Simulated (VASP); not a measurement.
**YbC: single point with PBE+U**

Crystal: YbC.

```xyz
4
Lattice="3.7847 0.0000 0.0000 -1.8924 3.2777 0.0000 0.0000 0.0000 6.1985" Properties=species:S:1:pos:R:3 pbc="T T T"
Yb    1.8924    1.0926    0.0000
Yb    0.0000    2.1851    3.0992
C     1.8924    1.0926    3.8753
C     0.0000    2.1851    0.7761
```

| Item | Value |
| --- | --- |
| Program | VASP 6.6.1 |
| Task | single point |
| Functional | PBE |
| Potentials or basis | VASP PAW PBE potentials, release 64 (Yb, C) |
| Cutoff | 520 eV |
| k mesh | 6 × 6 × 4 |
| Occupations | gaussian, width 0.05 eV |
| Spin | collinear spin, ferromagnetic start |
| Starting moments | [1.0, 1.0, 0.0, 0.0] μB |
| Hubbard terms | Yb f U = 6.0 eV |
| Dipole correction | no |
| Further INCAR settings | ALGO = Normal; EDIFF = 1e-07; NBANDS = 40 |

| Item | Value |
| --- | --- |
| Pressure | 5.1 GPa |
| Largest force | 0.099 eV/Å |
| Net moment | 3.86 μB per cell |
| Site moments | Yb +0.61; C +0.68 μB |
| Valence electrons inside the program's atomic spheres | Yb 22.41; C 2.29 |

Forces in eV/Å, atoms in the order of the input:
```
Yb   0.000  0.000  0.099
Yb   0.000  0.000  0.099
C    0.000  0.000 -0.099
C    0.000  0.000 -0.099
```

Stress tensor (GPa, compression positive):
```
5.74 0.00 0.00
0.00 5.74 0.00
0.00 0.00 3.94
```

Levels at points of the mesh, in eV from the Fermi level:
Spin up:
| k point | band 28 | band 29 | band 30 | band 31 | band 32 | band 33 |
| --- | --- | --- | --- | --- | --- | --- |
| (0.00, 0.00, 0.00) | -0.79 | -0.57 | -0.57 | 3.31 | 5.00 | 5.00 |
| (0.50, 0.00, 0.00) | -0.56 | -0.23 | 0.12 | 3.11 | 3.98 | 4.86 |
| (0.00, 0.00, 0.50) | -0.75 | -0.75 | -0.75 | 4.86 | 4.86 | 6.27 |
| (0.50, 0.00, 0.50) | -0.44 | -0.25 | -0.25 | 4.02 | 4.02 | 5.89 |
Spin down:
| k point | band 24 | band 25 | band 26 | band 27 | band 28 | band 29 |
| --- | --- | --- | --- | --- | --- | --- |
| (0.00, 0.00, 0.00) | -0.41 | -0.41 | 0.18 | 0.20 | 0.20 | 0.67 |
| (0.50, 0.00, 0.00) | -0.49 | -0.48 | -0.40 | 0.52 | 0.57 | 1.01 |
| (0.00, 0.00, 0.50) | -0.51 | -0.51 | -0.51 | 0.37 | 0.37 | 0.37 |
| (0.50, 0.00, 0.50) | -0.58 | -0.45 | -0.45 | 0.71 | 0.71 | 1.03 |

Eigenvalues of the final occupation matrices:
```csv
site,spin,trace,eigenvalues
site 1 f,1,6.98,0.99 1.00 1.00 1.00 1.00 1.00 1.00
site 1 f,2,6.63,0.90 0.90 0.94 0.97 0.97 0.97 0.98
site 2 f,1,6.98,0.99 1.00 1.00 1.00 1.00 1.00 1.00
site 2 f,2,6.63,0.90 0.90 0.94 0.97 0.97 0.97 0.98
```

It took 5 min on 1 thread of Intel(R) Xeon(R) 6975P-C (Granite Rapids), on a shared host, peak memory 0.29 GiB.

Caveat: the cell stands under pressure; spin-orbit coupling is left out, which moves the levels of the heavy elements. The state reached can hang on the start; a lower one may exist.
